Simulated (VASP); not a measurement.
Set up this calculation in VASP 6.6.1, as the native input.

```
Task                   : single point
Functional             : PBE
Dispersion             : D3(BJ)
Potentials or basis    : VASP PAW PBE potentials, release 64 (Mg)
Cutoff                 : 600 eV
k mesh                 : 8 × 8 × 8
Occupations            : fermi-dirac, width 0.05 eV
Spin                   : no spin polarisation
Dipole correction      : no
Further INCAR settings : ALGO = Normal; EDIFF = 1e-06; NBANDS = 7
```

The structure of Mg lies in POSCAR:

```
Mg
1.0
   -1.4765000000      1.4765000000      1.4765000000
    1.4765000000     -1.4765000000      1.4765000000
    1.4765000000      1.4765000000     -1.4765000000
Mg
1
Direct
    0.0000000000      0.0000000000      0.0000000000
```

These files were run (other wordings do the same):

INCAR

```
ALGO = Normal
EDIFF = 1E-6
ENCUT = 600
GGA = PE
GGA_COMPAT = False
ISIF = 2
ISMEAR = -1
IVDW = 12
LASPH = True
LCHARG = False
LREAL = False
LWAVE = False
NBANDS = 7
NELM = 120
PREC = Accurate
SIGMA = 0.05
```

KPOINTS

```
k-points
0
Gamma
  8 8 8
```

Potentials or basis: VASP PAW PBE potentials, release 64 (Mg).

Run with:

```console
$ cat potpaw_PBE.64/Mg/POTCAR > POTCAR
$ mpirun -np 1 vasp_std > vasp.out
```

It gave:

The pressure is 56.7 GPa and the band gap on the k mesh is zero (band 1 reaches 10.47 eV, above the bottom of band 2 at 5.65 eV). The dispersion energy per atom is -0.513 eV.

Caveat: the k points lie up to 0.38 Å⁻¹ apart; pairwise dispersion overbinds metals, which lowers pressure and volume.

It took 6.6 s on 1 thread of Intel Xeon 8259CL, on a shared host, peak memory 0.13 GiB.
